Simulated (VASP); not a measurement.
A run of VASP 6.6.1 is set up as follows.

File POSCAR:

```
Sb
1.0
    3.1172920620      0.0000000000      0.0000000000
    0.0000000000      3.1172920620      0.0000000000
    0.0000000000      0.0000000000      3.1172920620
Sb
1
Direct
    0.0000000000      0.0000000000      0.0000000000
```

Contents of INCAR.step1:

```
SYSTEM = Sb
PREC     = Accurate       ! precision mode
ENCUT    = 440            ! plane-wave cutoff, eV
EDIFF    = 1E-5           ! SCF threshold, eV
ISMEAR   = -1             ! smearing method
SIGMA    = 0.05           ! smearing width, eV
LREAL    = .FALSE.        ! projectors in reciprocal space
LASPH    = .TRUE.         ! aspherical terms in the spheres
NELM     = 120            ! most SCF steps
ALGO     = Normal         ! electronic algorithm
ISIF     = 2              ! what is computed and relaxed
LWAVE    = .TRUE.         ! write WAVECAR
LCHARG   = .FALSE.        ! write CHGCAR
NBANDS   = 14             ! bands
GGA      = PE             ! functional
GGA_COMPAT= .FALSE.
```

INCAR.step2

```
SYSTEM = Sb
PREC     = Accurate       ! precision mode
ENCUT    = 440            ! plane-wave cutoff, eV
EDIFF    = 1E-6           ! SCF threshold, eV
ISMEAR   = -1             ! smearing method
SIGMA    = 0.05           ! smearing width, eV
LREAL    = .FALSE.        ! projectors in reciprocal space
LASPH    = .TRUE.         ! aspherical terms in the spheres
NELM     = 120            ! most SCF steps
ALGO     = Normal         ! electronic algorithm
ISIF     = 2              ! what is computed and relaxed
LWAVE    = .FALSE.        ! write WAVECAR
LCHARG   = .FALSE.        ! write CHGCAR
METAGGA  = R2SCAN         ! meta-GGA
LHFCALC  = .TRUE.         ! exact exchange
AEXX     = 0.25           ! exact-exchange fraction
LMIXTAU  = .TRUE.       
PRECFOCK = Normal       
NBANDS   = 14             ! bands
ISTART   = 1            
GGA_COMPAT= .FALSE.
```

File KPOINTS:

```
Automatic mesh
0
G
  4 4 4
  0 0 0
```

Potentials or basis: VASP PAW PBE potentials, release 64 (Sb_d_GW).

Run with:

```console
$ cat potpaw_PBE.64/Sb_d_GW/POTCAR > POTCAR
$ cp INCAR.step1 INCAR
$ mpirun -np 1 vasp_std > vasp.out
$ cp INCAR.step2 INCAR
$ mpirun -np 1 vasp_std > vasp.out
```

Problem. Estimate the pressure.

Solution. -4.5 GPa.

Problem. Predict the band gap on the k mesh.

Solution. Zero (an odd number of electrons rules out a gap without spin polarisation).

Caveat: the k points lie up to 0.50 Å⁻¹ apart, too coarse for converged energies and pressures of a metal; the PAW data sets were made with another functional, which shifts forces and pressure a little; spin-orbit coupling is left out, which moves the levels of the heavy elements; an odd number of electrons without spin polarisation forces a metal; a magnetic or distorted state may lie lower.
